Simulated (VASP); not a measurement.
# Hf3TiN4 (P4/mmm) in VASP: single point with PBE

Aim: the single point of Hf3TiN4 with PBE.

Everything below comes from runs of VASP 6.6.1. Logs are shortened: lines on timing, memory, paths and dates and some standing lists are left out, and cuts for length are marked.

**1. The cell of the first run**

Symmetry: P4/mmm, No. 123, tetragonal system. The conventional cell has a = 3.176 Å, b = 3.176 Å, c = 8.978 Å, α = 90.00°, β = 90.00°, γ = 90.00°. Within 2.9 Å of Hf (site symmetry 4mm) lie 6 N at 2.16 to 2.33 Å. Within 3.0 Å of Hf (site symmetry 4/mmm) lie 6 N at 2.25 to 2.28 Å. Within 2.9 Å of Ti (site symmetry 4/mmm) lie 6 N at 2.21 to 2.25 Å. Within 2.9 Å of N (site symmetry 4mm) lie 1 Ti at 2.21 Å and 5 Hf at 2.25 to 2.28 Å. Within 3.0 Å of N (site symmetry 4/mmm) lie 6 Hf at 2.25 to 2.33 Å. N (site symmetry 4/mmm) has 2 Hf at 2.16 Å and 4 Ti at 2.25 Å within 2.9 Å.

**2. Single point, PBE, collinear spin**

INCAR

```
ALGO     = Normal         # electronic algorithm
EDIFF    = 1E-6           # SCF threshold, eV
ENCUT    = 520            # plane-wave cutoff, eV
GGA      = PE             # functional
ISIF     = 2              # what is computed and relaxed
ISMEAR   = 0              # smearing method
ISPIN    = 2              # spin polarisation
LASPH    = True           # aspherical terms in the spheres
LCHARG   = False          # write CHGCAR
LMAXMIX  = 4              # l up to which the mixer works
LORBIT   = 11             # projections on sites
LREAL    = False          # projectors in reciprocal space
LWAVE    = False          # write WAVECAR
MAGMOM   = 0 0 0 1 0 0 0 0 # initial moments
NBANDS   = 45             # bands
NELM     = 150            # most SCF steps
PREC     = Accurate       # precision mode
SIGMA    = 0.1            # smearing width, eV
```

KPOINTS

```
k-points
0
Gamma
  6 6 2
```

POSCAR

```
Hf3TiN4
1.0
    3.1761793000      0.0000000000      0.0000000000
    0.0000000000      3.1761793000      0.0000000000
    0.0000000000      0.0000000000      8.9784129000
Hf Ti N
3 1 4
Direct
    0.5000000000      0.5000000000      0.2401400000
    0.0000000000      0.0000000000      0.5000000000
    0.5000000000      0.5000000000      0.7598600000
    0.0000000000      0.0000000000      0.0000000000
    0.0000000000      0.0000000000      0.2461680000
    0.5000000000      0.5000000000      0.5000000000
    0.0000000000      0.0000000000      0.7538320000
    0.5000000000      0.5000000000      0.0000000000
```

Potentials or basis: VASP PAW PBE potentials, release 64 (Hf_pv, Ti_sv, N).

Command:

```console
> cat potpaw_PBE.64/Hf_pv/POTCAR potpaw_PBE.64/Ti_sv/POTCAR potpaw_PBE.64/N/POTCAR > POTCAR
> mpirun -np 1 vasp_std > vasp.out
```

OUTCAR:

```text
EDIFF = 1E-6
   ENCUT = 520
   GGA = PE
   ISIF = 2
   ISMEAR = 0
   ISPIN = 2
   LASPH = True
   LORBIT = 11
   LREAL = False
   NELM = 150
   PREC = Accurate

 ion  position               nearest neighbor table
   1  0.500  0.500  0.240-   8 2.16   5 2.25   5 2.25   5 2.25   5 2.25   6 2.33   4 3.11   4 3.11
                             4 3.11   4 3.11   2 3.24   2 3.24   2 3.24   2 3.24
   2  0.000  0.000  0.500-   6 2.25   6 2.25   6 2.25   6 2.25   7 2.28   5 2.28   3 3.24   3 3.24
                             1 3.24   3 3.24   1 3.24   1 3.24   3 3.24   1 3.24
   3  0.500  0.500  0.760-   8 2.16   7 2.25   7 2.25   7 2.25   7 2.25   6 2.33   4 3.11   4 3.11
                             4 3.11   4 3.11   2 3.24   2 3.24   2 3.24   2 3.24
   4  0.000  0.000  0.000-   5 2.21   7 2.21   8 2.25   8 2.25   8 2.25   8 2.25   3 3.11   3 3.11
                             1 3.11   3 3.11   1 3.11   1 3.11   3 3.11   1 3.11
   5  0.000  0.000  0.246-   4 2.21   1 2.25   1 2.25   1 2.25   1 2.25   2 2.28
   6  0.500  0.500  0.500-   2 2.25   2 2.25   2 2.25   2 2.25   3 2.33   1 2.33
   7  0.000  0.000  0.754-   4 2.21   3 2.25   3 2.25   3 2.25   3 2.25   2 2.28
   8  0.500  0.500  0.000-   1 2.16   3 2.16   4 2.25   4 2.25   4 2.25   4 2.25

  LATTYP: Found a simple tetragonal cell.
 ALAT       =     3.1761793000
 C/A-ratio  =     2.8267966169

  Lattice vectors:

 A1 = (   3.1761793000,   0.0000000000,   0.0000000000)
 A2 = (   0.0000000000,   3.1761793000,   0.0000000000)
 A3 = (   0.0000000000,   0.0000000000,   8.9784129000)

Analysis of symmetry for initial positions (statically):
=====================================================================
 Subroutine PRICEL returns:
 Original cell was already a primitive cell.

 Routine SETGRP: Setting up the symmetry group for a
 simple tetragonal supercell.

 Subroutine GETGRP returns: Found 16 space group operations
 (whereof 16 operations were pure point group operations)
 out of a pool of 16 trial point group operations.

The static configuration has the point symmetry D_4h.

Analysis of symmetry for dynamics (positions and initial velocities):
=====================================================================
 Subroutine PRICEL returns:
 Original cell was already a primitive cell.

 Routine SETGRP: Setting up the symmetry group for a
 simple tetragonal supercell.

 Subroutine GETGRP returns: Found 16 space group operations
 (whereof 16 operations were pure point group operations)
[... 168 lines left out ...]
  ext. energy  EPLUGINS =         0.00000000
  ---------------------------------------------------
  free energy    TOTEN  =       -84.84964369 eV

  energy without entropy =      -84.82785714  energy(sigma->0) =      -84.83875041

 E-fermi :   8.6951     XC(G=0): -12.6447

 val. band max:        8.6891573176   @ k =   0.5000   0.1667   0.5000
 cond. band min:       8.7093177919   @ k =   0.1667   0.0000   0.5000
 fundamental gap:      0.0201604744
 Fermi energy:         8.6951099280

 spin component 1

 k-point     1 :       0.0000    0.0000    0.0000
  band No.  band energies     occupation
      1     -49.1504      1.00000
      2     -25.3889      1.00000
      3     -25.3889      1.00000
      4     -25.3864      1.00000
      5     -23.0560      1.00000
      6     -22.7396      1.00000
[... 909 lines left out ...]
     42      14.1030      0.00000
     43      14.4153      0.00000
 Fermi energy:         8.6951099280

 spin component 2

 k-point     1 :       0.0000    0.0000    0.0000
  band No.  band energies     occupation
      1     -49.1509      1.00000
      2     -25.3894      1.00000
      3     -25.3894      1.00000
      4     -25.3869      1.00000
      5     -23.0561      1.00000
      6     -22.7396      1.00000
[... 909 lines left out ...]
     42      14.1030      0.00000
     43      14.3947      0.00000
 [bands above 43 left out]

------------------------ aborting loop because EDIFF is reached ----------------------------------------

  FORCE on cell =-STRESS in cart. coord.  units (eV):
  Direction    XX          YY          ZZ          XY          YZ          ZX
  --------------------------------------------------------------------------------------
  -------------------------------------------------------------------------------------
  Total       -1.1962650     -1.1962650     -0.8639931      0.0000000      0.0000000      0.0000000
  in kB      -21.1606197    -21.1606197    -15.2830927      0.0000000      0.0000000      0.0000000
  external PRESSURE =     -19.2014440 kB  Pullay stress =       0.0000000 kB

 VOLUME and BASIS-vectors are now :
 -----------------------------------------------------------------------------
  energy-cutoff  :      520.00
  volume of cell :       90.58
      direct lattice vectors                 reciprocal lattice vectors
     3.176179300  0.000000000  0.000000000     0.314843687  0.000000000  0.000000000
     0.000000000  3.176179300  0.000000000     0.000000000  0.314843687  0.000000000
     0.000000000  0.000000000  8.978412900     0.000000000  0.000000000  0.111378259

 POSITION                                       TOTAL-FORCE (eV/Angst)
 -----------------------------------------------------------------------------------
      1.58809      1.58809      2.15608         0.000000      0.000000     -0.032937
      0.00000      0.00000      4.48921         0.000000     -0.000000      0.000000
      1.58809      1.58809      6.82234         0.000000      0.000000      0.032937
      0.00000      0.00000      0.00000         0.000000     -0.000000      0.000000
      0.00000      0.00000      2.21020         0.000000     -0.000000      0.073826
      1.58809      1.58809      4.48921         0.000000     -0.000000      0.000000
      0.00000      0.00000      6.76821         0.000000     -0.000000     -0.073826
      1.58809      1.58809      0.00000         0.000000     -0.000000      0.000000
 -----------------------------------------------------------------------------------
    total drift:                                0.000000     -0.000000      0.000000

  FREE ENERGIE OF THE ION-ELECTRON SYSTEM (eV)
  ---------------------------------------------------
  free  energy   TOTEN  =       -84.8496436887 eV

  energy  without entropy=      -84.8278571396  energy(sigma->0) =      -84.83875041

 total charge

# of ion       s       p       d       tot
------------------------------------------
    1        0.300   6.595   1.745   8.640
    2        0.294   6.578   1.729   8.601
    3        0.300   6.595   1.745   8.640
    4        2.151   6.157   1.935  10.243
    5        1.235   2.507   0.000   3.742
    6        1.234   2.506   0.000   3.741
    7        1.235   2.507   0.000   3.742
    8        1.238   2.481   0.000   3.718
--------------------------------------------------
tot          7.985  35.925   7.155  51.066

 magnetization (x)

# of ion       s       p       d       tot
------------------------------------------
    1       -0.000  -0.000  -0.000  -0.000
    2       -0.000   0.000  -0.000  -0.000
    3       -0.000  -0.000  -0.000  -0.000
    4       -0.000  -0.000  -0.000  -0.000
    5        0.000   0.000   0.000   0.000
    6       -0.000  -0.000   0.000  -0.000
    7        0.000   0.000   0.000   0.000
    8        0.000   0.000   0.000   0.000
--------------------------------------------------
tot         -0.000   0.000  -0.000  -0.000
```

OSZICAR:

```text
N       E                     dE             d eps       ncg     rms          rms(c)
DAV:   1     0.489487474807E+03    0.48949E+03   -0.31366E+04  3600   0.145E+03
DAV:   2    -0.448676251883E+02   -0.53436E+03   -0.49849E+03  3914   0.411E+02
DAV:   3    -0.971391971299E+02   -0.52272E+02   -0.50742E+02  4834   0.113E+02
DAV:   4    -0.992197045880E+02   -0.20805E+01   -0.20566E+01  5136   0.216E+01
DAV:   5    -0.992668781253E+02   -0.47174E-01   -0.47092E-01  5043   0.285E+00    0.903E+01
DAV:   6    -0.876811058817E+02    0.11586E+02   -0.70221E+01  4749   0.496E+01    0.699E+01
DAV:   7    -0.924239988110E+02   -0.47429E+01   -0.70094E+01  5316   0.617E+01    0.511E+01
DAV:   8    -0.884121510591E+02    0.40118E+01   -0.25363E+01  4674   0.212E+01    0.134E+01
DAV:   9    -0.848213674395E+02    0.35908E+01   -0.70086E+00  5489   0.208E+01    0.417E+00
DAV:  10    -0.848612463460E+02   -0.39879E-01   -0.10294E+00  4750   0.454E+00    0.287E+00
DAV:  11    -0.848522017892E+02    0.90446E-02   -0.10189E-01  4574   0.156E+00    0.121E+00
DAV:  12    -0.848513979537E+02    0.80384E-03   -0.30046E-02  4902   0.112E+00    0.547E-01
DAV:  13    -0.848522721473E+02   -0.87419E-03   -0.19546E-02  4945   0.934E-01    0.488E-01
DAV:  14    -0.848500106423E+02    0.22615E-02   -0.12330E-02  4857   0.641E-01    0.166E-01
DAV:  15    -0.848496813783E+02    0.32926E-03   -0.56232E-04  4487   0.156E-01    0.802E-02
DAV:  16    -0.848496374544E+02    0.43924E-04   -0.14351E-04  4831   0.540E-02    0.262E-02
DAV:  17    -0.848496429030E+02   -0.54486E-05   -0.18800E-05  4803   0.192E-02    0.123E-02
DAV:  18    -0.848496436887E+02   -0.78564E-06   -0.59868E-06  4121   0.140E-02
   1 F= -.84849644E+02 E0= -.84838750E+02  d E =-.217865E-01  mag=    -0.0006
```

stdout:

```text
POSCAR found type information on POSCAR HfTiN
 POSCAR found :  3 types and       8 ions
 scaLAPACK will be used
 LDA part: xc-table for (Slater+PW92), standard interpolation
 POSCAR, INCAR and KPOINTS ok, starting setup
 FFT: planning ... GRIDC
 FFT: planning ... GRID_SOFT
 FFT: planning ... GRID
 WAVECAR not read
 entering main loop
```

It took 6 min on 1 thread of Intel Xeon 8259CL, shared host; peak memory 0.3 GiB.

What came out:

```
Free energy                                           : -84.8496 eV
Pressure                                              : -1.9 GPa
Largest force                                         : 0.074 eV/Å
Band gap on the k mesh                                : zero (filled and empty bands overlap)
Net moment                                            : 0.00 μB per cell
Valence electrons inside the program's atomic spheres : Hf 8.64, 8.60 (each value once); Ti 10.24; N 3.74, 3.72 (each value once)
```

Forces in eV/Å, atoms in the order of the input:
```
Hf   0.000  0.000 -0.033
Hf   0.000  0.000  0.000
Hf   0.000  0.000  0.033
Ti   0.000  0.000  0.000
N    0.000  0.000  0.074
N    0.000  0.000  0.000
N    0.000  0.000 -0.074
N    0.000  0.000  0.000
```

Caveat: spin-orbit coupling is left out, which moves the levels of the heavy elements.

The gap in the log of VASP goes by the Fermi energy; the results here count the filled bands.